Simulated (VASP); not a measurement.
# Si: electric field gradients with LDA

The system is Si.

```
Si
1.0
     0.00000    2.67877    2.67877
     2.67877    0.00000    2.67877
     2.67877    2.67877    0.00000
Si
2
Direct
  0.50000 0.50000 0.50000
  0.75000 0.75000 0.75000
```

This cell differs from its parent crystal: volume scaled by 0.96.

```yaml
Program: VASP 6.6.1
Task: electric field gradients
Functional: LDA
Potentials_or_basis: VASP PAW LDA potentials, release 64 (Si)
Cutoff: 520 eV
k_mesh: 12 × 12 × 12
Occupations: fermi-dirac, width 0.08 eV
Spin: no spin polarisation
Dipole_correction: no
Further_INCAR_settings: ALGO = Normal; EDIFF = 1e-08; NBANDS = 11
```

```
Pressure               : 2.6 GPa
Band gap on the k mesh : 0.40 eV, indirect (least direct gap 2.54 eV)
```

Levels at points of the mesh, in eV from the valence-band top:
```csv
k point,band 1,band 2,band 3,band 4,band 5,band 6,band 7,band 8
"(0.00, 0.00, 0.00)",-12.24,0.00,0.00,0.00,2.54,2.54,2.54,3.68
"(0.50, 0.00, 0.00)",-9.80,-7.18,-1.23,-1.23,1.58,3.27,3.27,7.57
"(0.50, 0.50, 0.00)",-7.95,-7.95,-2.96,-2.96,0.53,0.53,10.33,10.33
```

Run time: 9.5 s on 1 thread of Intel(R) Xeon(R) 6975P-C (Granite Rapids) (shared host), peak memory 0.14 GiB.

Caveat: without QUAD_EFG the Cq values of the log hold for a quadrupole moment of 1 mb, not for the nuclei. A k mesh can miss the band edges.
